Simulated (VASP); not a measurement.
A run of VASP 6.6.1:

File POSCAR:

```
Ta
1.0
    3.3804403246      0.0000000000      0.0000000000
    0.0000000000      3.3804403246      0.0000000000
    0.0000000000      0.0000000000     26.3381442742
Ta
4
Direct
    0.0000000000      0.0000000000      0.5877991674
    0.5000000000      0.5000000000      0.6417094796
    1.0000000000      0.0000000000      0.7049339955
    0.5000000000      0.5000000000      0.7572037784
```

The input INCAR.step1:

```
  PREC = Accurate
  ENCUT = 440
  ISMEAR = 1
  SIGMA = 0.1
  LREAL = F
  LASPH = T
  NELM = 120
  LDIPOL = T
  IDIPOL = 3
  DIPOL = 0.5 0.5 0.673
  NBANDS = 30
  GGA = PE
  ALGO = Normal
  EDIFF = 1E-5
  LWAVE = T
  LCHARG = F
  GGA_COMPAT = F
  NELMDL = -8
```

Contents of INCAR.step2:

```
  PREC = Accurate
  ENCUT = 440
  EDIFF = 1E-6
  ISMEAR = 1
  SIGMA = 0.1
  LREAL = F
  LASPH = T
  NELM = 120
  ALGO = Normal
  ISIF = 2
  LWAVE = F
  LCHARG = F
  LDIPOL = T
  IDIPOL = 3
  DIPOL = 0.5 0.5 0.673
  METAGGA = R2SCAN
  LMIXTAU = T
  LUSE_VDW = T
  IVDW_NL = 2
  BPARAM = 11.95
  CPARAM = 0.0093
  NBANDS = 30
  ISTART = 1
  GGA_COMPAT = F
```

The input KPOINTS:

```
Automatic mesh
0
Gamma
  12 12 1
```

Potentials or basis: VASP PAW PBE potentials, release 64 (Ta_pv).

The run is started by

```console
$ cat potpaw_PBE.64/Ta_pv/POTCAR > POTCAR
$ cp INCAR.step1 INCAR
$ mpirun -np 1 vasp_std > vasp.out
$ cp INCAR.step2 INCAR
$ mpirun -np 1 vasp_std > vasp.out
```

Hardware: 1 thread of Oxide Virtual Turin-like Processor, with other jobs on the host.

Q: Estimate the wall time of this run.

A: Run time: 42 min on 1 thread of Oxide Virtual Turin-like Processor, on a shared host, peak memory 0.76 GiB. Counts: k points 28.
